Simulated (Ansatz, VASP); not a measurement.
**One calculation of Ge4F, two programs**

File INCAR:

```
SYSTEM = Ge4F
PREC = Accurate ; ENCUT = 520
EDIFF = 1E-6 ; ISMEAR = 0
SIGMA = 0.1 ; LREAL = .FALSE.
LASPH = .TRUE. ; NELM = 100
ALGO = Normal ; ISIF = 2
LWAVE = .FALSE. ; LCHARG = .FALSE.
LDIPOL = .TRUE. ; IDIPOL = 3
DIPOL = 0.5 0.5 0.336 ; GGA = PE
IVDW = 12 ; NBANDS = 40
```

Contents of KPOINTS:

```
Automatic mesh
0
G
  7 7 1
  0 0 0
```

File POSCAR:

```
Ge4F
1.0
    4.0303587907      0.0000000000      0.0000000000
    0.0000000000      4.0303587907      0.0000000000
    0.0000000000      0.0000000000     21.6416627718
Ge F
4 1
Direct
    0.0000000000      0.5000000000      0.1848286817
    0.0000000000      0.0000000000      0.2506714513
    0.5000000000      0.0000000000      0.3196569899
    0.5000000000      0.5000000000      0.3854446333
    0.5000000000      0.7500000000      0.5379282957
```

Input for Ansatz:

```yaml
crystal:
  lattice:
    - [4.0303587907, 0.0, 0.0]
    - [0.0, 4.0303587907, 0.0]
    - [0.0, 0.0, 21.6416627718]
  atoms:
    - { symbol: Ge, position: [0.0, 0.5, 0.1848286817] }
    - { symbol: Ge, position: [0.0, 0.0, 0.2506714513] }
    - { symbol: Ge, position: [0.5, 0.0, 0.3196569899] }
    - { symbol: Ge, position: [0.5, 0.5, 0.3854446333] }
    - { symbol: F, position: [0.5, 0.75, 0.5379282957] }
basis:
  ecutwfc: 420
kpoints:
  mp_grid: { grid: [7, 7, 1] }
hamiltonian:
  xc: pbe
  pseudopotentials: { kind: paw, azcp: { folder: soft_1 } }
  dispersion: d3bj
scf:
  occupations: { method: gaussian, width: 0.1 }
output:
  forces: true
  eigenvalues: true
efield:
  axis: 3
  dipole_correction: true
  ramp_width: 0.04
```

Alike in both runs: task single point; functional PBE; dispersion D3(BJ); k mesh 7 × 7 × 1; occupations gaussian, width 0.1 eV; no spin polarisation.

|  | VASP | Ansatz |
| --- | --- | --- |
| version | VASP 6.6.1 | Ansatz 0.2.0 |
| potentials or method | VASP PAW PBE potentials, release 64 (Ge_d, F), cutoff 520 eV | scalar-relativistic, plane waves, PAW |
| valence electrons in the cell | 63 | 63 |

Ansatz gave:

```
gap on the k mesh at the Fermi level (eV) : none
rms of the force components (eV/Å)        : 0.279
```

What did VASP give for the same quantities?

gap on the k mesh at the Fermi level (eV): none; rms of the force components (eV/Å): 0.278.

Atom by atom the forces differ by 0.001 eV/Å (rms over components). A gap of «none» marks a metal or a gap that the smearing closes.
